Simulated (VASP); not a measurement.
A run of VASP 6.6.1:

The input POSCAR:

```
BaHfO3
1.0
    4.2061183603      0.0000000000      0.0000000000
    0.0000000000      4.2061183603      0.0000000000
    0.0000000000      0.0000000000      4.2061183603
Ba Hf O
1 1 3
Direct
    0.5000000000      0.5000000000      0.5000000000
    0.0000000000      0.0000000000      0.0000000000
    0.0000000000      0.5000000000      0.0000000000
    0.5000000000      0.0000000000      0.0000000000
    0.0000000000      0.0000000000      0.5000000000
```

The input INCAR.step1:

```
ALGO = Normal
EDIFF = 1E-5
ENCUT = 520
GGA = PE
ISIF = 2
ISMEAR = 0
LASPH = True
LCHARG = False
LREAL = False
LWAVE = True
NBANDS = 27
NELM = 60
PREC = Accurate
SIGMA = 0.02
```

The input INCAR.step2:

```
ALGO = Normal
EDIFF = 1E-6
ENCUT = 520
GGA = PE
HFSCREEN = 0.2079
ISIF = 2
ISMEAR = 0
ISTART = 1
LASPH = True
LCHARG = False
LHFCALC = True
LREAL = False
LWAVE = False
NBANDS = 27
NELM = 60
PREC = Accurate
PRECFOCK = Fast
SIGMA = 0.02
```

File KPOINTS:

```
k-points
0
Gamma
  4 4 4
```

Potentials or basis: VASP PAW PBE potentials, release 64 (Ba_sv, Hf_pv, O).

Run with:

```bash
$ cat potpaw_PBE.64/Ba_sv/POTCAR potpaw_PBE.64/Hf_pv/POTCAR potpaw_PBE.64/O/POTCAR > POTCAR
$ cp INCAR.step1 INCAR
$ mpirun -np 1 vasp_std > vasp.out
$ cp INCAR.step2 INCAR
$ mpirun -np 1 vasp_std > vasp.out
```

Hardware: 1 thread of Intel(R) Xeon(R) Platinum 8259CL CPU @ 2.50GHz (Skylake/Cascade Lake) (shared host).

**Question.** How long does it take, and how much memory?

**Answer.** Wall time 20 min on 1 thread of Intel(R) Xeon(R) Platinum 8259CL CPU @ 2.50GHz (Skylake/Cascade Lake), on a shared host, peak memory 0.3 GiB. Counts: k points 10.
